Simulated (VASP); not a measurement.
Here is a VASP 6.6.1 calculation.

The input INCAR:

```
PREC = Accurate
ENCUT = 520
EDIFF = 1E-6
ISMEAR = -1
SIGMA = 0.08
LREAL = False
LASPH = True
NELM = 60
ALGO = Normal
ISIF = 2
LWAVE = False
LCHARG = False
GGA = PE
NBANDS = 16
```

The input KPOINTS:

```
regular mesh
0
Gamma
  15 15 8
```

Contents of POSCAR:

```
SiC
1.0
    3.1375181705      0.0000000000      0.0000000000
   -1.5687590853      2.7171704406      0.0000000000
    0.0000000000      0.0000000000      5.0480000000
Si C
2 2
Direct
    0.3333333333      0.6666666667      0.0000000000
    0.6666666667      0.3333333333      0.5000000000
    0.3333333333      0.6666666667      0.3850000000
    0.6666666667      0.3333333333      0.8850000000
```

Potentials or basis: VASP PAW PBE potentials, release 64 (Si, C).

The run is started by

```sh
$ cat potpaw_PBE.64/Si/POTCAR potpaw_PBE.64/C/POTCAR > POTCAR
$ mpirun -np 1 vasp_std > vasp.out
```

Question: Estimate the largest force.

Answer: 0.571 eV/Å.

Question: Predict the band gap on the k mesh.

Answer: 2.33 eV (least direct gap 3.82 eV).

Question: What does it give for the pressure?

Answer: -5.0 GPa.

Stress tensor (GPa, compression positive):
```
-7.02  0.00  0.00
 0.00 -7.02  0.00
 0.00  0.00 -0.99
```

Caveat: the cell differs from its parent crystal (equal xx and yy strain of +2 %); the cell stands under tension; an odd mesh through Γ misses points on the zone boundary, where band edges can lie.
